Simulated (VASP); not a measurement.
# Si7Mo (P6/mmm) in VASP: single point with PBE

Aim: the single point of Si7Mo with PBE.

Program: VASP 6.6.1. These are calculated values, not measurements. Logs are shortened: lines on timing, memory, paths and dates and some standing lists are left out, and cuts for length are marked.

**1. The cell of the first run**

Symmetry: P6/mmm, No. 191, hexagonal system. The conventional cell has a = 4.424 Å, b = 4.424 Å, c = 7.146 Å, α = 90.00°, β = 90.00°, γ = 120.00°. Within 3.2 Å of Si (site symmetry -6m2) lie 8 Si at 2.40 to 2.55 Å. Si (site symmetry 3m) has 5 Si at 2.35 to 2.55 Å and 3 Mo at 2.81 Å within 3.1 Å. Within 3.6 Å of Si (site symmetry 6/mmm) lie 18 Si at 2.55 to 3.51 Å and 2 Mo at 3.57 Å. Within 3.7 Å of Mo (site symmetry 6/mmm) lie 14 Si at 2.81 to 3.57 Å.

The cell was generated, and may not be a known phase.

**2. Single point, PBE**

Contents of INCAR:

```
SYSTEM = Si7Mo
ALGO = Normal
EDIFF = 1E-6
ENCUT = 520
GGA = PE
ISIF = 2
ISMEAR = 0
LASPH = .TRUE.
LCHARG = .FALSE.
LREAL = .FALSE.
LWAVE = .FALSE.
NBANDS = 31
NELM = 100
PREC = Accurate
SIGMA = 0.1
```

Contents of KPOINTS:

```
k-points
0
G
  12 12 6
  0 0 0
```

Contents of POSCAR:

```
Si7Mo
1.0
    4.4235370491      0.0000000000      0.0000000000
   -2.2117685245      3.8308954591      0.0000000000
    0.0000000000      0.0000000000      7.1461616652
Si Mo
7 1
Direct
    0.3333333333      0.6666666667      0.0000000000
    0.6666666667      0.3333333333      0.0000000000
    0.3333333333      0.6666666667      0.6640748109
    0.6666666667      0.3333333333      0.6640748109
    0.6666666667      0.3333333333      0.3359251891
    0.3333333333      0.6666666667      0.3359251891
    0.0000000000      0.0000000000      0.0000000000
    0.0000000000      0.0000000000      0.5000000000
```

Potentials or basis: VASP PAW PBE potentials, release 64 (Si, Mo_sv).

Command:

```sh
cat potpaw_PBE.64/Si/POTCAR potpaw_PBE.64/Mo_sv/POTCAR > POTCAR
mpirun -np 1 vasp_std > vasp.out
```

OUTCAR:

```text
SYSTEM = Si7Mo
   EDIFF = 1E-6
   ENCUT = 520
   GGA = PE
   ISIF = 2
   ISMEAR = 0
   LASPH = .TRUE.
   LREAL = .FALSE.
   NELM = 100
   PREC = Accurate

 ion  position               nearest neighbor table
   1  0.333  0.667  0.000-   3 2.40   6 2.40   7 2.55   2 2.55   2 2.55   7 2.55   7 2.55   2 2.55

   2  0.667  0.333  0.000-   4 2.40   5 2.40   7 2.55   1 2.55   1 2.55   7 2.55   7 2.55   1 2.55

   3  0.333  0.667  0.664-   6 2.35   1 2.40   4 2.55   4 2.55   4 2.55   8 2.81   8 2.81   8 2.81

   4  0.667  0.333  0.664-   5 2.35   2 2.40   3 2.55   3 2.55   3 2.55   8 2.81   8 2.81   8 2.81

   5  0.667  0.333  0.336-   4 2.35   2 2.40   6 2.55   6 2.55   6 2.55   8 2.81   8 2.81   8 2.81

   6  0.333  0.667  0.336-   3 2.35   1 2.40   5 2.55   5 2.55   5 2.55   8 2.81   8 2.81   8 2.81

   7  0.000  0.000  0.000-   1 2.55   2 2.55   1 2.55   2 2.55   2 2.55   1 2.55
   8  0.000  0.000  0.500-   3 2.81   4 2.81   5 2.81   6 2.81   3 2.81   6 2.81   4 2.81   5 2.81
                             4 2.81   5 2.81   3 2.81   6 2.81

  LATTYP: Found a hexagonal cell.
 ALAT       =     4.4235370491
 C/A-ratio  =     1.6154858851

  Lattice vectors:

 A1 = (   4.4235370491,   0.0000000000,   0.0000000000)
 A2 = (  -2.2117685245,   3.8308954591,   0.0000000000)
 A3 = (   0.0000000000,   0.0000000000,   7.1461616652)

Analysis of symmetry for initial positions (statically):
=====================================================================
 Subroutine PRICEL returns:
 Original cell was already a primitive cell.

 Routine SETGRP: Setting up the symmetry group for a
 hexagonal supercell.

 Subroutine GETGRP returns: Found 24 space group operations
 (whereof 24 operations were pure point group operations)
 out of a pool of 24 trial point group operations.

The static configuration has the point symmetry D_6h.

Analysis of symmetry for dynamics (positions and initial velocities):
=====================================================================
 Subroutine PRICEL returns:
 Original cell was already a primitive cell.

 Routine SETGRP: Setting up the symmetry group for a
 hexagonal supercell.

 Subroutine GETGRP returns: Found 24 space group operations
 (whereof 24 operations were pure point group operations)
 out of a pool of 24 trial point group operations.

The dynamic configuration has the point symmetry D_6h.

 Subroutine INISYM returns: Found 24 space group operations
 (whereof 24 operations are pure point group operations),
 and found     1 'primitive' translations

----------------------------------------------------------------------------------------

                                     Primitive cell

  volume of cell :     121.0996

  direct lattice vectors                    reciprocal lattice vectors
     4.423537049  0.000000000  0.000000000     0.226063439  0.130517788  0.000000000
    -2.211768525  3.830895459  0.000000000     0.000000000  0.261035575  0.000000000
     0.000000000  0.000000000  7.146161665     0.000000000  0.000000000  0.139935261

  length of vectors
     4.423537049  4.423537049  7.146161665     0.261035575  0.261035575  0.139935261

  position of ions in fractional coordinates (direct lattice)
     0.333333333  0.666666667  0.000000000
     0.666666667  0.333333333  0.000000000
     0.333333333  0.666666667  0.664074811
     0.666666667  0.333333333  0.664074811
     0.666666667  0.333333333  0.335925189
     0.333333333  0.666666667  0.335925189
     0.000000000  0.000000000  0.000000000
     0.000000000  0.000000000  0.500000000

  ion indices of the primitive-cell ions
   primitive index   ion index
                 1           1
                 2           2
                 3           3
                 4           4
                 5           5
                 6           6
                 7           7
                 8           8

----------------------------------------------------------------------------------------

 KPOINTS: k-points

Automatic generation of k-mesh.
 Grid dimensions read from file:
 generate k-points for:   12   12    6

 Generating k-lattice:

  Cartesian coordinates                     Fractional coordinates (reciprocal lattice)
     0.018838620  0.010876482  0.000000000     0.083333333  0.000000000  0.000000000
     0.000000000  0.021752965  0.000000000     0.000000000  0.083333333  0.000000000
     0.000000000  0.000000000  0.023322544     0.000000000  0.000000000  0.166666667

  Length of vectors
     0.021752965  0.021752965  0.023322544

  Shift w.r.t. Gamma in fractional coordinates (k-lattice)
     0.000000000  0.000000000  0.000000000

 Subroutine IBZKPT returns following result:
 ===========================================

 Found     76 irreducible k-points:

 Following reciprocal coordinates:
            Coordinates               Weight
  0.000000  0.000000  0.000000      1.000000
  0.083333 -0.000000  0.000000      6.000000
  0.166667 -0.000000  0.000000      6.000000
  0.250000 -0.000000  0.000000      6.000000
  0.333333  0.000000  0.000000      6.000000
  0.416667 -0.000000  0.000000      6.000000
[... 16 lines left out ...]
  0.250000 -0.000000  0.166667     12.000000
  0.333333  0.000000  0.166667     12.000000
 [... further k-points ...]
   k-points           NKPTS =     76   k-points in BZ     NKDIM =     76   number of bands    NBANDS=     31
   number of dos      NEDOS =    301   number of ions     NIONS =      8
   total plane-waves  NPLWV =  69984
   dimension x,y,z NGX =    36 NGY =   36 NGZ =   54
   dimension x,y,z NGXF=    72 NGYF=   72 NGZF=  108
   ions per type =               7   1
   NGX,Y,Z   is equivalent  to a cutoff of  13.53, 13.53, 12.56 a.u.
   NGXF,Y,Z  is equivalent  to a cutoff of  27.06, 27.06, 25.12 a.u.
 SYSTEM =  Si7Mo
   PREC   = accura    normal or accurate (medium, high low for compatibility)
   ISTART =      0    job   : 0-new  1-cont  2-samecut
   ICHARG =      2    charge: 1-file 2-atom 10-const
   ISPIN  =      1    spin polarized calculation?
   LNONCOLLINEAR =      F non collinear calculations
   LSORBIT =      F    spin-orbit coupling
   LASPH  =      T    aspherical Exc in radial PAW
   ENCUT  =  520.0 eV  38.22 Ry    6.18 a.u.   8.22  8.22 13.29*2*pi/ulx,y,z
   NELM   =    100;   NELMIN=  2; NELMDL= -5     # of ELM steps
   EDIFF  = 0.1E-05   stopping-criterion for ELM
   LREAL  =      F    real-space projection
   EDIFFG = 0.1E-04   stopping-criterion for IOM
   NSW    =      0    number of steps for IOM
   IBRION =     -1    ionic relax: 0-MD 1-quasi-New 2-CG
   NFREE  =      0    steps in history (QN), initial steepest desc. (CG)
   ISIF   =      2    stress and relaxation
   ISYM   =      2    0-nonsym 1-usesym 2-fastsym
   POTIM  = 0.5000    time-step for ionic-motion
   TEBEG  =    0.0;   TEEND  =   0.0 temperature during run
   PSTRESS=    0.0 pullay stress
   NELECT =      42.0000    total number of electrons
   NUPDOWN=      -1.0000    fix difference up-down
   EMIN   =  10.00;   EMAX   =-10.00  energy-range for DOS
   EFERMI =   0.00;   METHOD = LEGACY
   ISMEAR =     0;   SIGMA  =   0.10  broadening in eV -4-tet -1-fermi 0-gaus
   EFERMI_NEDOS =   21; number of points for ismear=-14 and -15
   IALGO  =     38    algorithm
   IMIX   =      4    mixing-type and parameters
     AMIX     =   0.40;   BMIX     =  1.00
     AMIX_MAG =   1.60;   BMIX_MAG =  1.00
  volume/ion in A,a.u.               =      15.14       102.15
  Fermi-wavevector in a.u.,A,eV,Ry     =   1.150210  2.173581 18.000265  1.322982
  Thomas-Fermi vector in A             =   2.286875
   LORBIT       =      0    0 simple, 1 ext, 2 COOP (PROOUT), +10 PAW based schemes
   GGA     = PE    functional components
   LHFCALC =     F    Hartree Fock is set to
   AEXX    =    0.0000 exact exchange contribution
   IVDW    =     0    specifies the selected vdW correction
   LEPSILON=     F    determine dielectric tensor
   LRPA    =     F    only Hartree local field effects (RPA)
 non-spin polarized calculation
 Gauss-broadening in eV      SIGMA  =   0.10
  energy-cutoff  :      520.00
  volume of cell :      121.10
 maximum number of plane-waves:      3291
 NGX is ok and might be reduce to    36
   NGX = 17   NGY = 17   NGZ = 27

 number of electron      42.0000005 magnetization

 Free energy of the ion-electron system (eV)
  ---------------------------------------------------
  ext. energy  EPLUGINS =         0.00000000
  ---------------------------------------------------
  free energy    TOTEN  =       -46.19604285 eV

  energy without entropy =      -46.17506450  energy(sigma->0) =      -46.18555368

 E-fermi :   9.7517     XC(G=0): -11.2366

 val. band max:        9.7286210441   @ k =   0.2500   0.0833   0.1667
 cond. band min:       9.7655931173   @ k =   0.1667   0.1667   0.5000
 fundamental gap:      0.0369720732
 Fermi energy:         9.7517105288

 k-point     1 :       0.0000    0.0000    0.0000
  band No.  band energies     occupation
      1     -51.1804      2.00000
      2     -25.3357      2.00000
      3     -25.2412      2.00000
      4     -25.2412      2.00000
      5      -4.0849      2.00000
      6      -1.7304      2.00000
[... 23 lines left out ...]
     30      14.1115      0.00000
     31      14.1115      0.00000

 k-point     2 :       0.0833   -0.0000    0.0000
  band No.  band energies     occupation
      1     -51.1803      2.00000
      2     -25.3355      2.00000
      3     -25.2421      2.00000
      4     -25.2414      2.00000
      5      -4.0172      2.00000
      6      -1.6613      2.00000
[... 23 lines left out ...]
     30      14.0755      0.00000
     31      14.3032      0.00000

 k-point     3 :       0.1667   -0.0000    0.0000
  band No.  band energies     occupation
      1     -51.1803      2.00000
      2     -25.3352      2.00000
      3     -25.2445      2.00000
      4     -25.2420      2.00000
      5      -3.8150      2.00000
      6      -1.4567      2.00000
[... 23 lines left out ...]
     30      14.0138      0.00000
     31      14.0211      0.00000

 k-point     4 :       0.2500   -0.0000    0.0000
  band No.  band energies     occupation
      1     -51.1802      2.00000
      2     -25.3348      2.00000
      3     -25.2478      2.00000
      4     -25.2428      2.00000
      5      -3.4820      2.00000
      6      -1.1266      2.00000
[... 23 lines left out ...]
     30      14.0516      0.00000
     31      14.0655      0.00000

 k-point     5 :       0.3333    0.0000    0.0000
  band No.  band energies     occupation
      1     -51.1801      2.00000
      2     -25.3344      2.00000
      3     -25.2511      2.00000
      4     -25.2436      2.00000
      5      -3.0265      2.00000
      6      -0.7005      2.00000
[... 23 lines left out ...]
     30      14.3233      0.00000
     31      14.8858      0.00000
[... 542 lines left out ...]
     30      13.7489      0.00000
     31      14.2770      0.00000

 k-point    22 :       0.1667   -0.0000    0.1667
  band No.  band energies     occupation
      1     -51.1803      2.00000
      2     -25.3353      2.00000
      3     -25.2445      2.00000
      4     -25.2420      2.00000
      5      -3.7528      2.00000
      6      -1.8315      2.00000
[... 23 lines left out ...]
     30      13.9937      0.00000
     31      14.0770      0.00000

 k-point    23 :       0.2500   -0.0000    0.1667
  band No.  band energies     occupation
      1     -51.1802      2.00000
      2     -25.3348      2.00000
      3     -25.2478      2.00000
      4     -25.2428      2.00000
      5      -3.4205      2.00000
      6      -1.5078      2.00000
[... 23 lines left out ...]
     30      13.9226      0.00000
     31      14.2207      0.00000

 k-point    24 :       0.3333    0.0000    0.1667
  band No.  band energies     occupation
      1     -51.1801      2.00000
      2     -25.3344      2.00000
      3     -25.2511      2.00000
      4     -25.2436      2.00000
      5      -2.9654      2.00000
      6      -1.0797      2.00000
[... 23 lines left out ...]
     30      14.5397      0.00000
     31      14.6947      0.00000

 [... further k-points ...]

------------------------ aborting loop because EDIFF is reached ----------------------------------------

  FORCE on cell =-STRESS in cart. coord.  units (eV):
  Direction    XX          YY          ZZ          XY          YZ          ZX
  --------------------------------------------------------------------------------------
  -------------------------------------------------------------------------------------
  Total       -0.0121252     -0.0121252     -0.0474376     -0.0000000     -0.0000000      0.0000000
  in kB       -0.1604198     -0.1604198     -0.6276112     -0.0000000     -0.0000000      0.0000000
  external PRESSURE =      -0.3161502 kB  Pullay stress =       0.0000000 kB

 VOLUME and BASIS-vectors are now :
 -----------------------------------------------------------------------------
  energy-cutoff  :      520.00
  volume of cell :      121.10
      direct lattice vectors                 reciprocal lattice vectors
     4.423537049  0.000000000  0.000000000     0.226063439  0.130517788  0.000000000
    -2.211768525  3.830895459  0.000000000     0.000000000  0.261035575  0.000000000
     0.000000000  0.000000000  7.146161665     0.000000000  0.000000000  0.139935261

 POSITION                                       TOTAL-FORCE (eV/Angst)
 -----------------------------------------------------------------------------------
     -0.00000      2.55393      0.00000        -0.000000      0.000000     -0.000000
      2.21177      1.27697      0.00000         0.000000     -0.000000      0.000000
     -0.00000      2.55393      4.74559        -0.000000      0.000000      0.002893
      2.21177      1.27697      4.74559         0.000000     -0.000000      0.002893
      2.21177      1.27697      2.40058         0.000000     -0.000000     -0.002893
     -0.00000      2.55393      2.40058        -0.000000      0.000000     -0.002893
      0.00000      0.00000      0.00000         0.000000     -0.000000      0.000000
      0.00000      0.00000      3.57308         0.000000     -0.000000      0.000000
 -----------------------------------------------------------------------------------
    total drift:                                0.000000      0.000000      0.000000

  FREE ENERGIE OF THE ION-ELECTRON SYSTEM (eV)
  ---------------------------------------------------
  free  energy   TOTEN  =       -46.1960428529 eV

  energy  without entropy=      -46.1750645017  energy(sigma->0) =      -46.18555368
```

It took 3.9 min on 1 thread of Intel Xeon Platinum 8259CL at 2.50GHz (Skylake/Cascade Lake), shared host; peak memory 0.39 GiB.

Results:

* Free energy: -46.1960 eV
* Pressure: 0.0 GPa
* Band gap on the k mesh: zero (bands 21 and 22 overlap by 2.85 eV)

Forces on the atoms (eV/Å):
```
Si   0.000  0.000  0.000
Si   0.000  0.000  0.000
Si   0.000  0.000  0.003
Si   0.000  0.000  0.003
Si   0.000  0.000 -0.003
Si   0.000  0.000 -0.003
Si   0.000  0.000  0.000
Mo   0.000  0.000  0.000
```

Levels at points of the mesh, in eV from the Fermi level:
| k point | band 19 | band 20 | band 21 | band 22 | band 23 | band 24 |
| --- | --- | --- | --- | --- | --- | --- |
| (0.00, 0.00, 0.00) | -2.58 | -1.99 | -1.99 | -1.60 | -1.60 | 0.54 |
| (0.50, 0.00, 0.00) | -1.33 | -1.02 | -0.11 | 1.18 | 1.28 | 2.14 |
| (0.00, 0.00, 0.50) | -1.51 | -1.12 | -0.50 | -0.14 | -0.14 | -0.11 |
| (0.50, 0.00, 0.50) | -1.12 | 0.26 | 1.24 | 1.48 | 1.83 | 2.19 |

The gap in the log of VASP goes by the Fermi energy; the results here count the filled bands.